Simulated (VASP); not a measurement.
NiO: single point with PBE+U

Crystal: NiO.

```
Ni O
1.0
     1.50903    0.87124    2.46341
    -1.50903    2.61372    0.00000
    -3.01806   -1.74248    2.46341
Ni O
2 2
Direct
  0.00000 0.00000 0.00000
  0.50000 0.50000 0.50000
  0.00000 0.00000 0.50000
  0.50000 0.50000 0.00000
```

* Program: VASP 6.6.1
* Task: single point
* Functional: PBE
* Potentials or basis: VASP PAW PBE potentials, release 64 (Ni, O)
* Cutoff: 520 eV
* k mesh: 5 × 5 × 3
* Occupations: gaussian, width 0.05 eV
* Spin: collinear spin, antiferromagnetic start
* Starting moments: [2.0, -2.0, 0.0, 0.0] μB
* Hubbard terms: Ni d U = 6.2 eV
* Dipole correction: no
* Further INCAR settings: ALGO = Normal; EDIFF = 1e-07; NBANDS = 28

```yaml
Pressure: -8.1 GPa
Band_gap_on_the_k_mesh: 2.62 eV
Net_moment: 0.00 μB per cell
Site_moments: Ni +1.84, -1.84; O -0.06, +0.06 μB
Valence_electrons_inside_the_program's_atomic_spheres: Ni 8.87; O 5.00
```

Levels at points of the mesh, in eV from the valence-band top:
Spin up:
```
           k point  band 13  band 14  band 15  band 16  band 17  band 18  band 19  band 20
(0.00, 0.00, 0.00)    -2.21    -0.91    -0.90    -0.90     2.62     2.91     3.10     7.04
```
Spin down:
```
           k point  band 14  band 15  band 16  band 17  band 18  band 19
(0.00, 0.00, 0.00)    -0.91    -0.90    -0.90     2.62     2.91     3.10
```

Eigenvalues of the final occupation matrices:
```csv
site,spin,trace,eigenvalues
site 1 d,1,5.00,0.98 0.98 0.98 1.03 1.03
site 1 d,2,3.19,0.12 0.13 0.98 0.98 0.98
site 2 d,1,3.19,0.12 0.13 0.98 0.98 0.98
site 2 d,2,5.00,0.98 0.98 0.98 1.03 1.03
```

Wall time 29 s on 1 thread of Intel(R) Xeon(R) Platinum 8488C (Sapphire Rapids), on a shared host, peak memory 0.18 GiB.

Caveat: the k points lie up to 0.49 Å⁻¹ apart. A k mesh can miss the band edges.
